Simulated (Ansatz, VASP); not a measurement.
**Two plane-wave programs on Pt**

```
Pt
1.0
     2.67249    0.00000    0.00000
    -1.33624    2.31444    0.00000
     0.00000    0.00000    2.66720
Pt
1
Direct
  0.00000 0.00000 0.00000
```

Alike in both runs: functional r2SCAN; k mesh 9 × 9 × 6; occupations gaussian, width 0.1 eV; no spin polarisation.

Ansatz relaxed the structure, and its values are those at the end. VASP's run is a single point on that final structure, the one shown.

|  | VASP | Ansatz |
| --- | --- | --- |
| version | VASP 6.6.1 | Ansatz 0.2.0 |
| potentials or method | VASP PAW PBE potentials, release 64 (Pt), cutoff 520 eV | scalar-relativistic, plane waves, PAW |
| valence electrons in the cell | 10 | 18 |

```csv
,VASP,Ansatz,Ansatz less VASP
gap on the k mesh at the Fermi level (eV),none,none,-
pressure (GPa),0.6,0.1,-0.48
```

VASP's potentials were made for PBE, not for r2SCAN. A gap of «none» marks a metal or a gap that the smearing closes. VASP's potentials hold 10 valence electrons a cell and Ansatz's 18, so a difference there can come from the potentials and not from the codes.

The k mesh is coarse, so the values compare programs but aren't converged. Neither program's run includes spin-orbit coupling.
